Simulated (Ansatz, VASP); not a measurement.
# CuF in VASP and in Ansatz

Contents of POSCAR:

```
CuF
1.0
    2.7625362693      0.0000000000      0.0000000000
   -1.3812681347      2.3924265881      0.0000000000
    0.0000000000      0.0000000000      6.4019832778
Cu F
2 2
Direct
    0.0000000000      0.0000000000      0.0000000000
    0.0000000000      0.0000000000      0.5000000000
    0.3333333333      0.6666666667      0.2500000000
    0.6666666667      0.3333333333      0.7500000000
```

INCAR.step1

```
PREC = Accurate
ENCUT = 520
ISMEAR = -1
SIGMA = 0.02
LREAL = F
LASPH = T
NELM = 80
NBANDS = 26
GGA = PE
ALGO = Normal
EDIFF = 1E-4
LWAVE = T
LCHARG = F
```

INCAR.step2

```
PREC = Accurate
ENCUT = 520
EDIFF = 1E-7
ISMEAR = -1
SIGMA = 0.02
LREAL = F
LASPH = T
NELM = 80
ALGO = Normal
ISIF = 2
LWAVE = F
LCHARG = F
METAGGA = R2SCAN
LMIXTAU = T
NBANDS = 26
ISTART = 1
```

KPOINTS

```
regular mesh
0
Gamma
  9 9 4
```

Input for Ansatz:

```yaml
crystal:
  lattice:
    - [2.7625362693, 0.0, 0.0]
    - [-1.3812681347, 2.3924265881, 0.0]
    - [0.0, 0.0, 6.4019832778]
  atoms:
    - { symbol: Cu, position: [0.0, 0.0, 0.0] }
    - { symbol: Cu, position: [0.0, 0.0, 0.5] }
    - { symbol: F, position: [0.3333333333, 0.6666666667, 0.25] }
    - { symbol: F, position: [0.6666666667, 0.3333333333, 0.75] }
kpoints:
  mp_grid: { grid: [9, 9, 4] }
hamiltonian:
  xc: r2scan
scf:
  occupations: { method: fermi_dirac, width: 0.02 }
  n_extra_bands: 5
output:
  forces: true
  stress: true
  eigenvalues: true
```

Alike in both runs: task single point; functional r2SCAN; k mesh 9 × 9 × 4; occupations fermi-dirac, width 0.02 eV; no spin polarisation.

```csv
,VASP,Ansatz
version,VASP 6.6.1,Ansatz 0.2.0
potentials or method,"VASP PAW PBE potentials, release 64 (Cu, F)","plane waves, PAW"
plane-wave cutoff (eV),520,500
valence electrons in the cell,36,52
```

Ansatz gave:

* pressure (GPa): 0.1
* traceless stress, the component that is largest in VASP (GPa): -0.29

Question: Estimate VASP's values.

Answer: Pressure (GPa): 0.2; traceless stress, the component that is largest in VASP (GPa): 0.01.

VASP's potentials were made for PBE, not for r2SCAN. VASP's potentials hold 36 valence electrons a cell and Ansatz's 52, so a difference there can come from the potentials and not from the codes.
